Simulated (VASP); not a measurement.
Wanted: the native input for a VASP 6.6.1 run.

* Task: single point
* Functional: r2SCAN
* Potentials or basis: VASP PAW PBE potentials, release 64 (Ga_d, P)
* Cutoff: 520 eV
* k mesh: 10 × 10 × 10
* Occupations: gaussian, width 0.05 eV
* Spin: no spin polarisation
* Dipole correction: no
* Further INCAR settings: ALGO = Normal; EDIFF = 1e-07; NBANDS = 16

The system is GaP.

```
Ga P
1.0
     0.00000    2.87696    2.44541
     2.87696    0.00000    2.44541
     2.87696    2.87696    0.00000
Ga P
1 1
Cartesian
  0.0000 0.0000 0.0000
  4.3154 4.3154 3.6681
```

This cell differs from its parent crystal: ratio of the length along z to the lengths across it x 0.85, volume and fractional coordinates fixed.

The input as run:

POSCAR

```
GaP
1.0
    0.0000000000      2.8769570149      2.4454134627
    2.8769570149      0.0000000000      2.4454134627
    2.8769570149      2.8769570149      0.0000000000
Ga P
1 1
Direct
    0.0000000000      0.0000000000      0.0000000000
    0.7500000000      0.7500000000      0.7500000000
```

INCAR.step1

```
SYSTEM = GaP
PREC     = Accurate       ! precision mode
ENCUT    = 520            ! plane-wave cutoff, eV
ISMEAR   = 0              ! smearing method
SIGMA    = 0.05           ! smearing width, eV
LREAL    = .FALSE.        ! projectors in reciprocal space
LASPH    = .TRUE.         ! aspherical terms in the spheres
NELM     = 60             ! most SCF steps
NBANDS   = 16             ! bands
GGA      = PE             ! functional
ALGO     = Normal         ! electronic algorithm
EDIFF    = 1E-4           ! SCF threshold, eV
LWAVE    = .TRUE.         ! write WAVECAR
LCHARG   = .FALSE.        ! write CHGCAR
```

INCAR.step2

```
SYSTEM = GaP
PREC     = Accurate       ! precision mode
ENCUT    = 520            ! plane-wave cutoff, eV
EDIFF    = 1E-7           ! SCF threshold, eV
ISMEAR   = 0              ! smearing method
SIGMA    = 0.05           ! smearing width, eV
LREAL    = .FALSE.        ! projectors in reciprocal space
LASPH    = .TRUE.         ! aspherical terms in the spheres
NELM     = 60             ! most SCF steps
ALGO     = Normal         ! electronic algorithm
ISIF     = 2              ! what is computed and relaxed
LWAVE    = .FALSE.        ! write WAVECAR
LCHARG   = .FALSE.        ! write CHGCAR
METAGGA  = R2SCAN         ! meta-GGA
LMIXTAU  = .TRUE.       
NBANDS   = 16             ! bands
ISTART   = 1
```

KPOINTS

```
regular mesh
0
G
  10 10 10
  0 0 0
```

Potentials or basis: VASP PAW PBE potentials, release 64 (Ga_d, P).

The run is started by

```console
$ cat potpaw_PBE.64/Ga_d/POTCAR potpaw_PBE.64/P/POTCAR > POTCAR
$ cp INCAR.step1 INCAR
$ mpirun -np 1 vasp_std > vasp.out
$ cp INCAR.step2 INCAR
$ mpirun -np 1 vasp_std > vasp.out
```

It gave:

```
Pressure               : -0.6 GPa
Band gap on the k mesh : 0.37 eV (least direct gap 1.69 eV)
```

Caveat: the stress differs along the axes, from -4 to 6 GPa; semilocal functionals underestimate gaps, and a narrow one can read as zero; the PAW data sets were made with another functional, which shifts forces and pressure a little.

It took 120 s on 1 thread of AMD EPYC 9R45 96-Core Processor (Zen 5) (shared host), peak memory 0.18 GiB.
